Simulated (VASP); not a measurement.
## PbF2: single point with PBEsol

Crystal: PbF2.

```
Pb F
1.0
     0.00000    5.92088    5.92088
     5.92088    0.00000    5.92088
     5.92088    5.92088    0.00000
Pb F
8 16
Direct
  0.01489 0.00163 0.98600
  0.00600 0.98360 0.49375
  0.98453 0.51246 0.99670
  0.96604 0.50652 0.50005
  0.50791 0.00324 0.99630
  0.46005 0.03545 0.50717
  0.54453 0.48396 0.00689
  0.50378 0.49438 0.50408
  0.13577 0.09015 0.12073
  0.37361 0.39748 0.37705
  0.11091 0.09613 0.64500
  0.41678 0.37322 0.87576
  0.11635 0.58437 0.13009
  0.37964 0.89811 0.35914
  0.12370 0.59192 0.63215
  0.38895 0.86803 0.88237
  0.65328 0.11525 0.13871
  0.87937 0.35589 0.37381
  0.63860 0.12275 0.63971
  0.88001 0.37080 0.84893
  0.65241 0.58530 0.14568
  0.87836 0.84953 0.40162
  0.62559 0.61136 0.62452
  0.88048 0.85792 0.90361
```

```
Program             : VASP 6.6.1
Task                : single point
Functional          : PBEsol
Potentials or basis : VASP PAW PBE potentials, release 64 (Pb_d, F)
Cutoff              : 520 eV
k mesh              : 2 × 2 × 2
Occupations         : fermi-dirac, width 0.069 eV
Spin                : no spin polarisation
```

```yaml
Pressure: 1.0 GPa
Largest_force: 1.776 eV/Å
Band_gap_on_the_k_mesh: 3.79 eV
```

Forces on the atoms (eV/Å):
```
Pb   0.042  0.508 -0.861
Pb  -0.137 -0.195 -0.040
Pb  -0.576  1.177  0.711
Pb  -0.535  0.041  0.861
Pb   0.455 -0.143  0.233
Pb  -0.710  0.428  0.197
Pb  -0.025 -1.365 -1.137
Pb   0.522  0.350 -0.303
F    0.555  0.294  0.345
F   -0.616  0.119 -0.456
F   -0.192 -0.065  0.537
F   -0.388  0.048 -0.555
F    0.377  0.091  0.413
F    0.181  0.232 -0.121
F    0.381  0.032  0.448
F   -0.228 -0.097  0.184
F    0.332 -0.174 -0.092
F   -0.144 -0.015 -0.323
F   -0.171 -0.350 -0.081
F    0.033  0.515 -0.263
F    0.518 -0.455  0.190
F    0.163 -0.346  0.035
F    0.422 -0.150  0.318
F   -0.259 -0.480 -0.241
```

Stress tensor (GPa, compression positive):
```
 0.97  0.94 -0.68
 0.94  0.87  0.92
-0.68  0.92  1.22
```

Levels at points of the mesh, in eV from the valence-band top:
| k point | band 110 | band 111 | band 112 | band 113 | band 114 | band 115 |
| --- | --- | --- | --- | --- | --- | --- |
| (0.00, 0.00, 0.00) | -0.30 | -0.25 | 0.00 | 3.79 | 3.85 | 3.88 |
| (0.50, 0.00, 0.00) | -0.34 | -0.33 | -0.01 | 4.29 | 4.34 | 4.57 |
| (0.00, 0.50, 0.00) | -0.35 | -0.25 | -0.01 | 4.35 | 4.48 | 4.59 |
| (0.00, 0.00, 0.50) | -0.40 | -0.26 | -0.17 | 4.26 | 4.34 | 4.43 |
| (0.50, 0.50, 0.50) | -0.45 | -0.30 | -0.20 | 4.35 | 4.37 | 4.44 |
| (0.50, 0.50, 0.00) | -0.51 | -0.25 | -0.01 | 4.41 | 4.51 | 4.61 |
| (0.00, 0.50, 0.50) | -0.45 | -0.30 | -0.14 | 4.40 | 4.60 | 4.62 |
| (0.50, 0.00, 0.50) | -0.54 | -0.22 | -0.14 | 4.46 | 4.54 | 4.67 |

It took 19 min on 1 thread of AMD EPYC 7R13 (shared host), peak memory 0.67 GiB.

Caveat: the k points lie up to 0.46 Å⁻¹ apart; the PAW data sets were made with another functional, which shifts forces and pressure a little; spin-orbit coupling is left out, which moves the levels of the heavy elements. A k mesh can miss the band edges.
